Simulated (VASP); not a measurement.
# SiO2 (P4_2/mnm) in VASP: further runs, part 2 of 2

VASP 6.6.1. The steps go on from the part before.

### 5 Single point, LDA

This run uses another cell than the first one, of 7.30 Å³/atom.

Input file INCAR:

```
PREC = Accurate
ENCUT = 520
EDIFF = 1E-6
ISMEAR = 0
SIGMA = 0.05
LREAL = F
LASPH = T
NELM = 80
ALGO = Normal
ISIF = 2
LWAVE = F
LCHARG = T
LELF = T
LVHAR = T
NBANDS = 25
```

Input file KPOINTS:

```
regular mesh
0
Gamma
  6 6 8
```

Input file POSCAR:

```
SiO2
1.0
    4.1053000000      0.0000000000      0.0000000000
    0.0000000000      4.1053000000      0.0000000000
    0.0000000000      0.0000000000      2.5974000000
Si O
2 4
Direct
    0.5000000000      0.5000000000      0.5000000000
    0.0000000000      0.0000000000      0.0000000000
    0.6944252994      0.6944252994      0.0000000000
    0.1944252994      0.8055747006      0.5000000000
    0.3055747006      0.3055747006      0.0000000000
    0.8055747006      0.1944252994      0.5000000000
```

Potentials or basis: VASP PAW LDA potentials, release 64 (Si, O).

Run with:

```console
cat potpaw_LDA.64/Si/POTCAR potpaw_LDA.64/O/POTCAR > POTCAR
mpirun -np 1 vasp_std > vasp.out
```

OUTCAR:

```text
PREC = Accurate
   ENCUT = 520
   EDIFF = 1E-6
   ISMEAR = 0
   LREAL = F
   LASPH = T
   NELM = 80
   ISIF = 2

 ion  position               nearest neighbor table
   1  0.500  0.500  0.500-   3 1.72   5 1.72   3 1.72   5 1.72   4 1.77   6 1.77
   2  0.000  0.000  0.000-   4 1.72   6 1.72   4 1.72   6 1.72   5 1.77   3 1.77
   3  0.694  0.694  0.000-   1 1.72   1 1.72   2 1.77
   4  0.194  0.806  0.500-   2 1.72   2 1.72   1 1.77
   5  0.306  0.306  0.000-   1 1.72   1 1.72   2 1.77
   6  0.806  0.194  0.500-   2 1.72   2 1.72   1 1.77

[... 881 lines left out ...]
  -------------------------------------------------------------------------------------
  Total        4.4216271      4.4216271      7.5489298     -0.0000000      0.0000000      0.0000000
  in kB      161.8318714    161.8318714    276.2913788     -0.0000000      0.0000000      0.0000000
  external PRESSURE =     199.9850406 kB  Pullay stress =       0.0000000 kB

 VOLUME and BASIS-vectors are now :
 -----------------------------------------------------------------------------
  energy-cutoff  :      520.00
  volume of cell :       43.78
      direct lattice vectors                 reciprocal lattice vectors
     4.105300000  0.000000000  0.000000000     0.243587558  0.000000000  0.000000000
     0.000000000  4.105300000  0.000000000     0.000000000  0.243587558  0.000000000
     0.000000000  0.000000000  2.597400000     0.000000000  0.000000000  0.385000385

 POSITION                                       TOTAL-FORCE (eV/Angst)
 -----------------------------------------------------------------------------------
      2.05265      2.05265      1.29870         0.000000     -0.000000      0.000000
      0.00000      0.00000      0.00000         0.000000     -0.000000      0.000000
      2.85082      2.85082      0.00000         0.237927      0.237927      0.000000
      0.79817      3.30713      1.29870         0.237927     -0.237927     -0.000000
      1.25448      1.25448      0.00000        -0.237927     -0.237927     -0.000000
      3.30713      0.79817      1.29870        -0.237927      0.237927      0.000000
 -----------------------------------------------------------------------------------
    total drift:                                0.000000      0.000000     -0.000000

  FREE ENERGIE OF THE ION-ELECTRON SYSTEM (eV)
  ---------------------------------------------------
  free  energy   TOTEN  =       -51.8126602583 eV

  energy  without entropy=      -51.8126602583  energy(sigma->0) =      -51.81266026
```

Wall time 61 s (1 thread of AMD EPYC 7R13, shared host); peak memory 0.13 GiB.

What came out:

```yaml
Free_energy: -51.8127 eV
Pressure: 20.0 GPa
Largest_force: 0.336 eV/Å
Band_gap_on_the_k_mesh: 6.77 eV
```

Forces on the atoms (eV/Å):
```
Si   0.000  0.000  0.000
Si   0.000  0.000  0.000
O    0.238  0.238  0.000
O    0.238 -0.238  0.000
O   -0.238 -0.238  0.000
O   -0.238  0.238  0.000
```

Levels at points of the mesh, in eV from the valence-band top:
| k point | band 14 | band 15 | band 16 | band 17 | band 18 | band 19 |
| --- | --- | --- | --- | --- | --- | --- |
| (0.00, 0.00, 0.00) | -0.95 | -0.95 | 0.00 | 6.77 | 6.80 | 8.97 |
| (0.50, 0.00, 0.00) | -2.81 | -1.16 | -1.16 | 8.47 | 8.47 | 9.50 |
| (0.50, 0.50, 0.00) | -2.84 | -2.57 | -2.57 | 8.09 | 8.09 | 10.54 |
| (0.00, 0.00, 0.50) | -3.45 | -2.96 | -2.96 | 9.70 | 9.70 | 13.02 |
| (0.50, 0.00, 0.50) | -2.50 | -1.96 | -1.96 | 9.17 | 9.17 | 10.30 |
| (0.50, 0.50, 0.50) | -1.93 | -1.72 | -1.72 | 7.75 | 7.75 | 11.18 |

Caveat: the cell stands under pressure. A k mesh can miss the band edges.

### 6 Single point, LDA

This run uses another cell than the first one, of 7.34 Å³/atom.

Input file INCAR:

```
SYSTEM = SiO2
PREC = Accurate ; ENCUT = 520
EDIFF = 1E-6 ; ISMEAR = 0
SIGMA = 0.05 ; LREAL = .FALSE.
LASPH = .TRUE. ; NELM = 80
ALGO = Normal ; ISIF = 2
LWAVE = .FALSE. ; LCHARG = .TRUE.
LELF = .TRUE. ; LVHAR = .TRUE.
NBANDS = 25
```

Input file KPOINTS:

```
regular mesh
0
G
  6 6 8
  0 0 0
```

POSCAR, as its differences from that of step 5:

```diff
@@ -2,5 +2,5 @@
 1.0
-    4.1053000000      0.0000000000      0.0000000000
-    0.0000000000      4.1053000000      0.0000000000
-    0.0000000000      0.0000000000      2.5974000000
+    4.2798000000      0.0000000000      0.0000000000
+    0.0000000000      4.2798000000      0.0000000000
+    0.0000000000      0.0000000000      2.4058000000
 Si O
```

Potentials or basis: VASP PAW LDA potentials, release 64 (Si, O).

Run with:

```console
cat potpaw_LDA.64/Si/POTCAR potpaw_LDA.64/O/POTCAR > POTCAR
mpirun -np 1 vasp_std > vasp.out
```

It took 62 s on 1 thread of AMD EPYC 7R13, shared host; peak memory 0.13 GiB.

The run converged. Its results:

* Free energy: -50.8325 eV
* Pressure: 27.4 GPa
* Largest force: 0.208 eV/Å
* Band gap on the k mesh: 6.63 eV

Forces in eV/Å, atoms in the order of the input:
```
Si   0.000  0.000  0.000
Si   0.000  0.000  0.000
O   -0.147 -0.147  0.000
O   -0.147  0.147  0.000
O    0.147  0.147  0.000
O    0.147 -0.147  0.000
```

Stress tensor (GPa, compression positive):
```
-1.24  0.00  0.00
 0.00 -1.24  0.00
 0.00  0.00 84.82
```

Levels at points of the mesh, in eV from the valence-band top:
```csv
k point,band 13,band 14,band 15,band 16,band 17,band 18,band 19,band 20
"(0.00, 0.00, 0.00)",-1.58,-1.00,-1.00,0.00,6.63,9.08,10.48,10.48
"(0.50, 0.00, 0.00)",-1.86,-1.86,-1.23,-1.23,8.91,8.91,10.67,10.67
"(0.50, 0.50, 0.00)",-2.48,-2.48,-2.31,-2.31,9.03,9.03,11.19,11.19
"(0.00, 0.00, 0.50)",-2.80,-2.80,-2.74,-2.74,9.48,9.48,12.27,12.27
"(0.50, 0.00, 0.50)",-2.49,-2.49,-1.73,-1.73,8.95,8.95,9.33,9.33
"(0.50, 0.50, 0.50)",-1.99,-1.99,-1.52,-1.52,7.31,7.31,10.94,10.94
```

Caveat: the cell stands under pressure. A k mesh can miss the band edges.

### 7 Summary

```tsv
cell	gap on the mesh (eV)	pressure (GPa)	largest force (eV/Å)
a = 4.155, b = 4.155, c = 2.789 Å, 6 atoms	4.80	-14.9	0.06
a = 4.255, b = 4.255, c = 2.406 Å, 6 atoms	6.86	31.8	0.03
a = 4.205, b = 4.205, c = 2.470 Å, 6 atoms	6.92	26.7	0.10
a = 4.105, b = 4.105, c = 2.597 Å, 6 atoms	6.77	20.0	0.34
a = 4.280, b = 4.280, c = 2.406 Å, 6 atoms	6.63	27.4	0.21
```

Alike in all rows: task single point; level LDA; potentials or basis VASP PAW LDA potentials, release 64 (Si, O); no spin polarisation; k mesh 6 × 6 × 8; cutoff (eV) 520; smearing gaussian 0.05 eV.

Caveats: the cell stands under pressure (at least some runs); the cell stands under tension (at least some runs).

Total energies depend on the potentials used, so only differences within one code and one set of settings carry meaning.
